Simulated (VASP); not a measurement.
# ZnSnP2 (I-42d) in VASP: notebook

ZnSnP2 is run at these levels: PBE; tasks: single point.

Program: VASP 6.6.1. These are calculated values, not measurements. Logs are shortened: lines on timing, memory, paths and dates and some standing lists are left out, and cuts for length are marked.

### Step 1. The cell of the first run

It takes space group I-42d (No. 122, tetragonal). Conventional cell: a = 5.702 Å, b = 5.702 Å, c = 11.434 Å, α = 90.00°, β = 90.00°, γ = 90.00°. Within 3.2 Å of Zn (site symmetry -4) lie 4 P at 2.40 Å. Within 3.4 Å of Sn (site symmetry -4) lie 4 P at 2.55 Å. Within 3.2 Å of P (site symmetry 2) lie 2 Zn at 2.40 Å and 2 Sn at 2.55 Å.

### Step 2. Single point, PBE

Input file INCAR:

```
ALGO     = Normal         # electronic algorithm
EDIFF    = 1E-6           # SCF threshold, eV
ENCUT    = 500            # plane-wave cutoff, eV
GGA      = PE             # functional
GGA_COMPAT= F            
ISIF     = 2              # what is computed and relaxed
ISMEAR   = 0              # smearing method
LASPH    = T              # aspherical terms in the spheres
LCHARG   = F              # write CHGCAR
LREAL    = F              # projectors in reciprocal space
LWAVE    = F              # write WAVECAR
NBANDS   = 46             # bands
NELM     = 120            # most SCF steps
PREC     = Accurate       # precision mode
SIGMA    = 0.01           # smearing width, eV
```

Input file KPOINTS:

```
k-points
0
Gamma
  6 6 6
```

Input file POSCAR:

```
ZnSnP2
1.0
   -2.8511251160      2.8511251160      5.7168577818
    2.8511251160     -2.8511251160      5.7168577818
    2.8511251160      2.8511251160     -5.7168577818
Zn Sn P
2 2 4
Direct
    0.7500000000      0.2500000000      0.5000000000
    0.0000000000      0.0000000000      0.0000000000
    0.2500000000      0.7500000000      0.5000000000
    0.5000000000      0.5000000000      0.0000000000
    0.3750000000      0.3527945278      0.4777945278
    0.6472054722      0.1250000000      0.0222054722
    0.1027945278      0.6250000000      0.9777945278
    0.8750000000      0.8972054722      0.5222054722
```

Potentials or basis: VASP PAW PBE potentials, release 64 (Zn, Sn_d, P).

Launch:

```
$ cat potpaw_PBE.64/Zn/POTCAR potpaw_PBE.64/Sn_d/POTCAR potpaw_PBE.64/P/POTCAR > POTCAR
$ mpirun -np 1 vasp_std > vasp.out
```

OUTCAR:

```text
EDIFF = 1E-6
   ENCUT = 500
   GGA = PE
   ISIF = 2
   ISMEAR = 0
   LASPH = T
   LREAL = F
   NELM = 120
   PREC = Accurate

 ion  position               nearest neighbor table
   1  0.750  0.250  0.500-   5 2.40   6 2.40   7 2.40   8 2.40
   2  0.000  0.000  0.000-   5 2.40   7 2.40   8 2.40   6 2.40
   3  0.250  0.750  0.500-   6 2.55   5 2.55   8 2.55   7 2.55
   4  0.500  0.500  0.000-   8 2.55   6 2.55   7 2.55   5 2.55
   5  0.375  0.353  0.478-   1 2.40   2 2.40   4 2.55   3 2.55
   6  0.647  0.125  0.022-   1 2.40   2 2.40   4 2.55   3 2.55
   7  0.103  0.625  0.978-   1 2.40   2 2.40   3 2.55   4 2.55
   8  0.875  0.897  0.522-   2 2.40   1 2.40   3 2.55   4 2.55

  LATTYP: Found a body centered tetragonal cell.
 ALAT       =     5.7022502320
 C/A-ratio  =     2.0051234335

  Lattice vectors:

 A1 = (  -2.8511251160,   2.8511251160,   5.7168577818)
 A2 = (   2.8511251160,  -2.8511251160,   5.7168577818)
 A3 = (   2.8511251160,   2.8511251160,  -5.7168577818)

Analysis of symmetry for initial positions (statically):
=====================================================================
 Subroutine PRICEL returns:
 Original cell was already a primitive cell.

 Routine SETGRP: Setting up the symmetry group for a
 body centered tetragonal supercell.

 Subroutine GETGRP returns: Found  8 space group operations
 (whereof  4 operations were pure point group operations)
 out of a pool of 16 trial point group operations.

The static configuration has the point symmetry S_4 .
 The point group associated with its full space group is D_2d.

Analysis of symmetry for dynamics (positions and initial velocities):
=====================================================================
 Subroutine PRICEL returns:
 Original cell was already a primitive cell.

 Routine SETGRP: Setting up the symmetry group for a
 body centered tetragonal supercell.

 Subroutine GETGRP returns: Found  8 space group operations
 (whereof  4 operations were pure point group operations)
 out of a pool of 16 trial point group operations.

The dynamic configuration has the point symmetry S_4 .
 The point group associated with its full space group is D_2d.

 Subroutine INISYM returns: Found  8 space group operations
 (whereof  4 operations are pure point group operations),
 and found     1 'primitive' translations

----------------------------------------------------------------------------------------

                                     Primitive cell

  volume of cell :     185.8874

  direct lattice vectors                    reciprocal lattice vectors
    -2.851125116  2.851125116  5.716857782     0.000000000  0.175369365  0.087460633
     2.851125116 -2.851125116  5.716857782     0.175369365  0.000000000  0.087460633
     2.851125116  2.851125116 -5.716857782     0.175369365  0.175369365  0.000000000

  length of vectors
     6.995733825  6.995733825  6.995733825     0.195968815  0.195968815  0.248009734

  position of ions in fractional coordinates (direct lattice)
     0.750000000  0.250000000  0.500000000
     0.000000000  0.000000000  0.000000000
     0.250000000  0.750000000  0.500000000
     0.500000000  0.500000000  0.000000000
     0.375000000  0.352794528  0.477794528
     0.647205472  0.125000000  0.022205472
     0.102794528  0.625000000  0.977794528
     0.875000000  0.897205472  0.522205472

  ion indices of the primitive-cell ions
   primitive index   ion index
                 1           1
                 2           2
                 3           3
                 4           4
                 5           5
                 6           6
                 7           7
                 8           8

----------------------------------------------------------------------------------------

 KPOINTS: k-points

Automatic generation of k-mesh.
 Grid dimensions read from file:
 generate k-points for:    6    6    6

 Generating k-lattice:

  Cartesian coordinates                     Fractional coordinates (reciprocal lattice)
     0.000000000  0.029228227  0.014576772     0.166666667 -0.000000000  0.000000000
     0.029228227  0.000000000  0.014576772    -0.000000000  0.166666667  0.000000000
     0.029228227  0.029228227  0.000000000     0.000000000  0.000000000  0.166666667

  Length of vectors
     0.032661469  0.032661469  0.041334956

  Shift w.r.t. Gamma in fractional coordinates (k-lattice)
     0.000000000  0.000000000  0.000000000

 Subroutine IBZKPT returns following result:
 ===========================================

 Found     30 irreducible k-points:

 Following reciprocal coordinates:
            Coordinates               Weight
  0.000000  0.000000  0.000000      1.000000
  0.166667  0.000000  0.000000      8.000000
  0.333333 -0.000000  0.000000      8.000000
  0.500000  0.000000  0.000000      4.000000
  0.166667  0.166667  0.000000      8.000000
  0.333333  0.166667  0.000000     16.000000
[... 16 lines left out ...]
 -0.333333 -0.333333  0.166667      8.000000
 -0.166667 -0.333333  0.166667      8.000000
 [... further k-points ...]
   k-points           NKPTS =     30   k-points in BZ     NKDIM =     30   number of bands    NBANDS=     46
   number of dos      NEDOS =    301   number of ions     NIONS =      8
   total plane-waves  NPLWV = 157464
   dimension x,y,z NGX =    54 NGY =   54 NGZ =   54
   dimension x,y,z NGXF=   108 NGYF=  108 NGZF=  108
   ions per type =               2   2   4
   NGX,Y,Z   is equivalent  to a cutoff of  12.83, 12.83, 12.83 a.u.
   NGXF,Y,Z  is equivalent  to a cutoff of  25.67, 25.67, 25.67 a.u.
 SYSTEM =  unknown system
   PREC   = accura    normal or accurate (medium, high low for compatibility)
   ISTART =      0    job   : 0-new  1-cont  2-samecut
   ICHARG =      2    charge: 1-file 2-atom 10-const
   ISPIN  =      1    spin polarized calculation?
   LNONCOLLINEAR =      F non collinear calculations
   LSORBIT =      F    spin-orbit coupling
   LASPH  =      T    aspherical Exc in radial PAW
   ENCUT  =  500.0 eV  36.75 Ry    6.06 a.u.  12.75 12.75 12.75*2*pi/ulx,y,z
   NELM   =    120;   NELMIN=  2; NELMDL= -5     # of ELM steps
   EDIFF  = 0.1E-05   stopping-criterion for ELM
   LREAL  =      F    real-space projection
   EDIFFG = 0.1E-04   stopping-criterion for IOM
   NSW    =      0    number of steps for IOM
   IBRION =     -1    ionic relax: 0-MD 1-quasi-New 2-CG
   NFREE  =      0    steps in history (QN), initial steepest desc. (CG)
   ISIF   =      2    stress and relaxation
   ISYM   =      2    0-nonsym 1-usesym 2-fastsym
   POTIM  = 0.5000    time-step for ionic-motion
   TEBEG  =    0.0;   TEEND  =   0.0 temperature during run
   PSTRESS=    0.0 pullay stress
   NELECT =      72.0000    total number of electrons
   NUPDOWN=      -1.0000    fix difference up-down
   EMIN   =  10.00;   EMAX   =-10.00  energy-range for DOS
   EFERMI =   0.00;   METHOD = LEGACY
   ISMEAR =     0;   SIGMA  =   0.01  broadening in eV -4-tet -1-fermi 0-gaus
   EFERMI_NEDOS =   21; number of points for ismear=-14 and -15
   IALGO  =     38    algorithm
   IMIX   =      4    mixing-type and parameters
     AMIX     =   0.40;   BMIX     =  1.00
     AMIX_MAG =   1.60;   BMIX_MAG =  1.00
  volume/ion in A,a.u.               =      23.24       156.80
  Fermi-wavevector in a.u.,A,eV,Ry     =   1.193353  2.255111 19.375948  1.424092
  Thomas-Fermi vector in A             =   2.329370
   LORBIT       =      0    0 simple, 1 ext, 2 COOP (PROOUT), +10 PAW based schemes
   GGA     = PE    functional components
   LHFCALC =     F    Hartree Fock is set to
   AEXX    =    0.0000 exact exchange contribution
   IVDW    =     0    specifies the selected vdW correction
   LEPSILON=     F    determine dielectric tensor
   LRPA    =     F    only Hartree local field effects (RPA)
 non-spin polarized calculation
 Gauss-broadening in eV      SIGMA  =   0.01
  energy-cutoff  :      500.00
  volume of cell :      185.89
 maximum number of plane-waves:      4757
 NGX is ok and might be reduce to    54
   NGX = 25   NGY = 25   NGZ = 25

 number of electron      72.0000019 magnetization

 Free energy of the ion-electron system (eV)
  ---------------------------------------------------
  ext. energy  EPLUGINS =         0.00000000
  ---------------------------------------------------
  free energy    TOTEN  =       -33.05828721 eV

  energy without entropy =      -33.05828721  energy(sigma->0) =      -33.05828721

 E-fermi :   4.4460     XC(G=0):  -9.4170

 val. band max:        4.3951881959   @ k =   0.0000   0.0000   0.0000
 cond. band min:       5.0862136365   @ k =   0.0000   0.0000   0.0000
 fundamental gap:      0.6910254406
 Fermi energy:         4.4460435237

 k-point     1 :       0.0000    0.0000    0.0000
  band No.  band energies     occupation
      1     -17.1294      2.00000
      2     -17.1294      2.00000
      3     -17.1290      2.00000
      4     -17.1118      2.00000
      5     -17.1024      2.00000
      6     -17.1024      2.00000
[... 38 lines left out ...]
     45       9.0610      0.00000
     46       9.0980      0.00000

 k-point     2 :       0.1667    0.0000    0.0000
  band No.  band energies     occupation
      1     -17.1311      2.00000
      2     -17.1284      2.00000
      3     -17.1276      2.00000
      4     -17.1125      2.00000
      5     -17.1042      2.00000
      6     -17.1014      2.00000
[... 38 lines left out ...]
     45       8.8443      0.00000
     46       9.3968      0.00000

 k-point     3 :       0.3333   -0.0000    0.0000
  band No.  band energies     occupation
      1     -17.1325      2.00000
      2     -17.1275      2.00000
      3     -17.1252      2.00000
      4     -17.1132      2.00000
      5     -17.1085      2.00000
      6     -17.0997      2.00000
[... 1018 lines left out ...]
     45       9.2946      0.00000
     46       9.5832      0.00000

 k-point    24 :      -0.1667   -0.3333    0.1667
  band No.  band energies     occupation
      1     -17.1326      2.00000
      2     -17.1311      2.00000
      3     -17.1263      2.00000
      4     -17.1143      2.00000
      5     -17.1015      2.00000
      6     -17.0991      2.00000
[... 38 lines left out ...]
     45       8.7808      0.00000
     46       9.2273      0.00000

 [... further k-points ...]

------------------------ aborting loop because EDIFF is reached ----------------------------------------

  FORCE on cell =-STRESS in cart. coord.  units (eV):
  Direction    XX          YY          ZZ          XY          YZ          ZX
  --------------------------------------------------------------------------------------
  -------------------------------------------------------------------------------------
  Total        0.0086605      0.0086605      0.0278425      0.0000000      0.0000000     -0.0000000
  in kB        0.0746454      0.0746454      0.2399762      0.0000000      0.0000000     -0.0000000
  external PRESSURE =       0.1297556 kB  Pullay stress =       0.0000000 kB

 VOLUME and BASIS-vectors are now :
 -----------------------------------------------------------------------------
  energy-cutoff  :      500.00
  volume of cell :      185.89
      direct lattice vectors                 reciprocal lattice vectors
    -2.851125116  2.851125116  5.716857782     0.000000000  0.175369365  0.087460633
     2.851125116 -2.851125116  5.716857782     0.175369365  0.000000000  0.087460633
     2.851125116  2.851125116 -5.716857782     0.175369365  0.175369365  0.000000000

 POSITION                                       TOTAL-FORCE (eV/Angst)
 -----------------------------------------------------------------------------------
      0.00000      2.85113      2.85843         0.000000     -0.000000      0.000000
      0.00000      0.00000      0.00000        -0.000000     -0.000000      0.000000
      2.85113      0.00000      2.85843         0.000000     -0.000000     -0.000000
      0.00000      0.00000      5.71686        -0.000000     -0.000000     -0.000000
      1.29894      1.42556      1.42921         0.022949     -0.000000      0.000000
     -1.42556      1.55218      4.28764         0.000000     -0.022949      0.000000
      4.27669      1.29894     -1.42921        -0.000000      0.022949      0.000000
      1.55218      1.42556      7.14607        -0.022949      0.000000      0.000000
 -----------------------------------------------------------------------------------
    total drift:                               -0.000002     -0.000002     -0.000003

  FREE ENERGIE OF THE ION-ELECTRON SYSTEM (eV)
  ---------------------------------------------------
  free  energy   TOTEN  =       -33.0582872051 eV

  energy  without entropy=      -33.0582872051  energy(sigma->0) =      -33.05828721
```

Wall time 8.9 min (1 thread of Oxide Virtual Turin-like, shared host); peak memory 0.48 GiB.

What came out:

```
Free energy            : -33.0583 eV
Pressure               : 0.0 GPa
Largest force          : 0.023 eV/Å
Band gap on the k mesh : 0.69 eV
```

Forces on the atoms (eV/Å):
```
Zn   0.000  0.000  0.000
Zn   0.000  0.000  0.000
Sn   0.000  0.000  0.000
Sn   0.000  0.000  0.000
P    0.023  0.000  0.000
P    0.000 -0.023  0.000
P    0.000  0.023  0.000
P   -0.023  0.000  0.000
```

Levels at points of the mesh, in eV from the valence-band top:
```
           k point  band 34  band 35  band 36  band 37  band 38  band 39
(0.00, 0.00, 0.00)     0.00     0.00     0.00     0.69     1.47     1.63
(0.50, 0.00, 0.00)    -1.80    -1.40    -0.93     2.39     2.56     2.78
(0.50, 0.50, 0.00)    -1.04    -0.76    -0.76     1.06     1.06     2.85
(0.50, 0.50, 0.50)    -1.63    -1.30    -1.30     1.39     1.39     1.46
```

Caveat: semilocal functionals underestimate gaps, and a narrow one can read as zero; spin-orbit coupling is left out, which moves the levels of the heavy elements. A k mesh can miss the band edges.

### Step 3. Single point, PBE (23.93 Å³/atom)

This run uses another cell than the first one, of 23.93 Å³/atom.

Input file INCAR:

```
SYSTEM = ZnSnP2
PREC = Accurate
ENCUT = 500
EDIFF = 1E-6
ISMEAR = 0
SIGMA = 0.01
LREAL = .False.
LASPH = .True.
NELM = 120
ALGO = Normal
ISIF = 2
LWAVE = .False.
LCHARG = .True.
GGA = PE
LELF = .True.
LVHAR = .True.
NBANDS = 46
GGA_COMPAT = .False.
```

Input file KPOINTS:

```
regular mesh
0
Gamma
  6 6 6
  0 0 0
```

POSCAR: that of step 2 with these lines changed.

```diff
@@ -2,5 +2,5 @@
 1.0
-   -2.8511251160      2.8511251160      5.7168577818
-    2.8511251160     -2.8511251160      5.7168577818
-    2.8511251160      2.8511251160     -5.7168577818
+   -2.8793559136      2.8793559136      5.7734640155
+    2.8793559136     -2.8793559136      5.7734640155
+    2.8793559136      2.8793559136     -5.7734640155
 Zn Sn P
```

Potentials or basis: VASP PAW PBE potentials, release 64 (Zn, Sn_d, P).

Launch:

```
$ cat potpaw_PBE.64/Zn/POTCAR potpaw_PBE.64/Sn_d/POTCAR potpaw_PBE.64/P/POTCAR > POTCAR
$ mpirun -np 1 vasp_std > vasp.out
```

OUTCAR:

```text
SYSTEM = ZnSnP2
   PREC = Accurate
   ENCUT = 500
   EDIFF = 1E-6
   ISMEAR = 0
   LREAL = .False.
   LASPH = .True.
   NELM = 120
   ISIF = 2
   GGA = PE

 ion  position               nearest neighbor table
   1  0.750  0.250  0.500-   5 2.42   6 2.42   7 2.42   8 2.42
   2  0.000  0.000  0.000-   5 2.42   6 2.42   7 2.42   8 2.42
   3  0.250  0.750  0.500-   6 2.57   5 2.57   7 2.57   8 2.57
   4  0.500  0.500  0.000-   8 2.57   7 2.57   5 2.57   6 2.57
   5  0.375  0.353  0.478-   1 2.42   2 2.42   4 2.57   3 2.57
   6  0.647  0.125  0.022-   1 2.42   2 2.42   3 2.57   4 2.57
[... 1393 lines left out ...]
  Total       -2.1876339     -2.1876339     -2.1425072      0.0000000     -0.0000000      0.0000000
  in kB      -18.3061944    -18.3061944    -17.9285728      0.0000000     -0.0000000      0.0000000
  external PRESSURE =     -18.1803205 kB  Pullay stress =       0.0000000 kB

 VOLUME and BASIS-vectors are now :
 -----------------------------------------------------------------------------
  energy-cutoff  :      500.00
  volume of cell :      191.46
      direct lattice vectors                 reciprocal lattice vectors
    -2.879355914  2.879355914  5.773464016     0.000000000  0.173649946  0.086603121
     2.879355914 -2.879355914  5.773464016     0.173649946  0.000000000  0.086603121
     2.879355914  2.879355914 -5.773464016     0.173649946  0.173649946  0.000000000

 POSITION                                       TOTAL-FORCE (eV/Angst)
 -----------------------------------------------------------------------------------
     -0.00000      2.87936      2.88673        -0.000000      0.000000     -0.000000
      0.00000      0.00000      0.00000        -0.000000      0.000000     -0.000000
      2.87936     -0.00000      2.88673        -0.000000      0.000000      0.000000
      0.00000      0.00000      5.77346        -0.000000     -0.000000     -0.000000
      1.31180      1.43968      1.44337         0.079588      0.000000     -0.000000
     -1.43968      1.56755      4.33010        -0.000000     -0.079588     -0.000000
      4.31903      1.31180     -1.44337        -0.000000      0.079588     -0.000000
      1.56755      1.43968      7.21683        -0.079588      0.000000     -0.000000
 -----------------------------------------------------------------------------------
    total drift:                               -0.000004     -0.000004     -0.000004

  FREE ENERGIE OF THE ION-ELECTRON SYSTEM (eV)
  ---------------------------------------------------
  free  energy   TOTEN  =       -33.0267976531 eV

  energy  without entropy=      -33.0267976531  energy(sigma->0) =      -33.02679765
```

OSZICAR:

```text
N       E                     dE             d eps       ncg     rms          rms(c)
DAV:   1     0.649309778174E+03    0.64931E+03   -0.32348E+04  2824   0.189E+03
DAV:   2     0.662756826420E+02   -0.58303E+03   -0.56534E+03  2766   0.514E+02
DAV:   3    -0.289667429505E+02   -0.95242E+02   -0.92510E+02  3110   0.177E+02
DAV:   4    -0.342491805644E+02   -0.52824E+01   -0.52541E+01  3338   0.429E+01
DAV:   5    -0.343805694250E+02   -0.13139E+00   -0.13128E+00  3390   0.732E+00    0.938E+00
DAV:   6    -0.330469546546E+02    0.13336E+01   -0.32142E+00  3944   0.285E+01    0.644E+00
DAV:   7    -0.330326380861E+02    0.14317E-01   -0.20213E+00  3318   0.695E+00    0.282E+00
DAV:   8    -0.330243242675E+02    0.83138E-02   -0.73534E-02  3082   0.166E+00    0.127E+00
DAV:   9    -0.330263118420E+02   -0.19876E-02   -0.19719E-02  3360   0.588E-01    0.237E-01
DAV:  10    -0.330262831851E+02    0.28657E-04   -0.14252E-03  3642   0.275E-01    0.105E-01
DAV:  11    -0.330267315924E+02   -0.44841E-03   -0.59679E-04  3284   0.125E-01    0.388E-02
DAV:  12    -0.330267924264E+02   -0.60834E-04   -0.11106E-04  3298   0.104E-01    0.125E-02
DAV:  13    -0.330267966619E+02   -0.42355E-05   -0.18748E-05  3022   0.432E-02    0.695E-03
DAV:  14    -0.330267976531E+02   -0.99127E-06   -0.51427E-06  2770   0.174E-02
   1 F= -.33026798E+02 E0= -.33026798E+02  d E =-.189067E-18
```

Wall time 8.3 min (1 thread of Oxide Virtual Turin-like, shared host); peak memory 0.49 GiB.

Results:

```yaml
Free_energy: -33.0268 eV
Pressure: -1.8 GPa
Largest_force: 0.080 eV/Å
Band_gap_on_the_k_mesh: 0.54 eV
```

Forces in eV/Å, atoms in the order of the input:
```
Zn   0.000  0.000  0.000
Zn   0.000  0.000  0.000
Sn   0.000  0.000  0.000
Sn   0.000  0.000  0.000
P    0.080  0.000  0.000
P    0.000 -0.080  0.000
P    0.000  0.080  0.000
P   -0.080  0.000  0.000
```

Caveat: semilocal functionals underestimate gaps, and a narrow one can read as zero; spin-orbit coupling is left out, which moves the levels of the heavy elements. A k mesh can miss the band edges.

(Part 1 of 2 ends here.)
